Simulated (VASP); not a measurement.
## SrO: single point with LDA

The system is SrO.

```
Sr O
1.0
     0.00000    2.44131    2.44131
     2.44131    0.00000    2.44131
     2.44131    2.44131    0.00000
Sr O
1 1
Direct
  0.00000 0.00000 0.00000
  0.50000 0.50000 0.50000
```

This cell differs from its parent crystal: strain -0.050 along x and y, -0.050 along z.

```
Program                : VASP 6.6.1
Task                   : single point
Functional             : LDA
Potentials or basis    : VASP PAW LDA potentials, release 64 (Sr_sv, O)
Cutoff                 : 520 eV
k mesh                 : 8 × 8 × 8
Occupations            : gaussian, width 0.05 eV
Spin                   : no spin polarisation
Dipole correction      : no
Further INCAR settings : ALGO = Normal; EDIFF = 1e-06; NBANDS = 15
```

The pressure is 16.1 GPa and the band gap on the k mesh is 2.86 eV, direct.

Levels at points of the mesh, in eV from the valence-band top:
| k point | band 4 | band 5 | band 6 | band 7 | band 8 | band 9 | band 10 | band 11 | band 12 | band 13 |
| --- | --- | --- | --- | --- | --- | --- | --- | --- | --- | --- |
| (0.00, 0.00, 0.00) | -13.20 | -13.20 | -0.06 | -0.06 | -0.06 | 4.94 | 6.33 | 6.33 | 6.33 | 8.94 |
| (0.50, 0.00, 0.00) | -13.32 | -11.78 | -2.63 | -1.58 | -1.58 | 7.05 | 9.48 | 9.65 | 9.65 | 13.47 |
| (0.50, 0.50, 0.00) | -13.82 | -13.82 | -0.12 | 0.00 | 0.00 | 2.86 | 8.97 | 11.17 | 11.55 | 12.39 |

Run time: 12 s on 1 thread of Intel Xeon 8259CL, with other jobs on the host, peak memory 0.15 GiB.

Caveat: the cell differs from its parent crystal (strain -0.050 along x and y, -0.050 along z). A k mesh can miss the band edges.
